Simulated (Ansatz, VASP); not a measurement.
One calculation of CaSe, two programs

```
Ca Se
1.0
     3.67028    0.03550    0.03550
     0.03550    3.67028    0.03550
     0.03550    0.03550    3.67028
Ca Se
1 1
Direct
  0.00000 0.00000 0.00000
  0.50000 0.50000 0.50000
```

Change from the starting cell: shear_111 strain +2.9%.

Alike in both runs: task single point; functional PBE; k mesh 8 × 8 × 8; occupations fermi-dirac, width 0.02 eV; no spin polarisation.

|  | VASP | Ansatz |
| --- | --- | --- |
| version | VASP 6.6.1 | Ansatz 0.2.0 |
| potentials or method | VASP PAW PBE potentials, release 64 (Ca_sv, Se) | plane waves, PAW |
| plane-wave cutoff (eV) | 520 | 420 |
| valence electrons in the cell | 16 | 26 |

|  | VASP | Ansatz | Ansatz less VASP |
| --- | --- | --- | --- |
| gap on the k mesh at the Fermi level (eV) | 0.81 | 0.82 | +0.007 |
| pressure (GPa) | -0.6 | -0.8 | -0.14 |
| traceless stress, the component that is largest in VASP (GPa) | 0.09 | 0.10 | +0.007 |

VASP's potentials hold 16 valence electrons a cell and Ansatz's 26, so a difference there can come from the potentials and not from the codes.
